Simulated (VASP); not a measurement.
**Ti3Al: single point with PBE**

Crystal: Ti3Al.

```
Ti Al
1.0
    -2.92996    0.00000    0.00000
    -1.46498   -2.53742    0.00000
     0.00000    0.00000   18.46427
Ti Al
6 2
Direct
  0.66667 0.66667 0.00000
  0.66667 0.66667 0.50000
  0.33333 0.33333 0.37523
  0.33333 0.33333 0.87523
  0.33333 0.33333 0.12477
  0.33333 0.33333 0.62477
  0.66667 0.66667 0.25000
  0.66667 0.66667 0.75000
```

* Program: VASP 6.6.1
* Task: single point
* Functional: PBE
* Potentials or basis: VASP PAW PBE potentials, release 64 (Ti_sv, Al)
* Cutoff: 500 eV
* k mesh: 15 × 15 × 3
* Occupations: gaussian, width 0.15 eV
* Spin: no spin polarisation

```yaml
Pressure: -0.2 GPa
Largest_force: 0.007 eV/Å
Band_gap_on_the_k_mesh: zero (bands 39 and 40 overlap by 1.50 eV)
```

Forces in eV/Å, atoms in the order of the input:
```
Ti   0.000  0.000  0.000
Ti   0.000  0.000  0.000
Ti   0.000  0.000  0.007
Ti   0.000  0.000  0.007
Ti   0.000  0.000 -0.007
Ti   0.000  0.000 -0.007
Al   0.000  0.000  0.000
Al   0.000  0.000  0.000
```

Levels at points of the mesh, in eV from the Fermi level:
```tsv
k point	band 38	band 39	band 40	band 41	band 42	band 43
(0.00, 0.00, 0.00)	0.77	0.83	0.83	0.84	0.84	0.91
```

It took 5.7 min on 1 thread of Intel(R) Xeon(R) Platinum 8259CL CPU @ 2.50GHz (Skylake/Cascade Lake), on a shared host, peak memory 0.42 GiB.
